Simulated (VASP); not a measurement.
Set up this calculation in VASP 6.6.1, as the native input.

- Task: single point
- Functional: PBEsol
- Potentials or basis: VASP PAW PBE potentials, release 64 (Fe)
- Cutoff: 520 eV
- k mesh: 24 × 24 × 12
- Occupations: gaussian, width 0.15 eV
- Spin: no spin polarisation
- Dipole correction: no
- Further INCAR settings: ALGO = Normal; EDIFF = 1e-06; NBANDS = 15

The structure of Fe lies in POSCAR:

```
Fe
1.0
    2.4341575853      0.0000000000      0.0000000000
   -1.2170787927      2.1080423057      0.0000000000
    0.0000000000      0.0000000000      3.9571925041
Fe
2
Direct
    0.3333333333      0.6666666667      0.2500000000
    0.6666666667      0.3333333333      0.7500000000
```

This isn't the form of Fe at room conditions, which is bcc.

This cell differs from its parent crystal: strain +0.0300 x Voigt [0, 0, 1, 0, 0, 0].

The input as run:

INCAR

```
PREC = Accurate
ENCUT = 520
EDIFF = 1E-6
ISMEAR = 0
SIGMA = 0.15
LREAL = F
LASPH = T
NELM = 100
ALGO = Normal
ISIF = 2
LWAVE = F
LCHARG = T
GGA = PS
LELF = T
LVHAR = T
NBANDS = 15
```

KPOINTS

```
Automatic mesh
0
Gamma
  24 24 12
```

Potentials or basis: VASP PAW PBE potentials, release 64 (Fe).

The run is started by

```console
$ cat potpaw_PBE.64/Fe/POTCAR > POTCAR
$ mpirun -np 1 vasp_std > vasp.out
```

Results of the run:

- Pressure: -10.4 GPa
- Band gap on the k mesh: zero (bands 8 and 9 overlap by 1.87 eV)

Caveat: the cell differs from its parent crystal (strain +0.0300 x Voigt [0, 0, 1, 0, 0, 0]); the cell stands under tension; the PAW data sets were made with another functional, which shifts forces and pressure a little; the run has no spin polarisation, though such a crystal can be magnetic.

It took 63 s on 1 thread of Intel(R) Xeon(R) Platinum 8488C (Sapphire Rapids) (shared host), peak memory 0.22 GiB.
